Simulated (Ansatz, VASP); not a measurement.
# Two plane-wave programs on Pd2Au

```xyz
6
Lattice="3.8770 0.0000 0.0000 0.0000 3.8770 0.0000 0.0000 0.0000 6.8797" Properties=species:S:1:pos:R:3 pbc="T T T"
Pd    0.0000    0.0000    0.0000
Pd    1.9385    1.9385    0.0000
Pd    0.0000    1.9385    2.0316
Pd    1.9385    0.0000    4.8481
Au    0.0000    1.9385    4.7279
Au    1.9385    0.0000    2.1518
```

Alike in both runs: functional PBE; k mesh 4 × 4 × 4; occupations gaussian, width 0.1 eV; no spin polarisation.

Ansatz relaxed the structure, and its values are those at the end. VASP's run is a single point on that final structure, the one shown.

```csv
,VASP,Ansatz
version,VASP 6.6.1,Ansatz 0.2.0
potentials or method,"VASP PAW PBE potentials, release 64 (Pd, Au), cutoff 520 eV","scalar-relativistic, plane waves, PAW"
valence electrons in the cell,62,110
```

Ansatz gave:

- gap on the k mesh at the Fermi level (eV): none
- pressure (GPa): 0.0
- rms of the force components (eV/Å): 0.002

Task: Which values does VASP return?

Result: gap on the k mesh at the Fermi level (eV): none; pressure (GPa): -0.2; rms of the force components (eV/Å): 0.003.

A gap of «none» marks a metal or a gap that the smearing closes. The functional is the same, so the differences come from potentials, cutoffs and numerics. VASP's potentials hold 62 valence electrons a cell and Ansatz's 110, so a difference there can come from the potentials and not from the codes.

The k mesh is coarse, so the values compare programs but aren't converged. Spin-orbit coupling is off throughout.
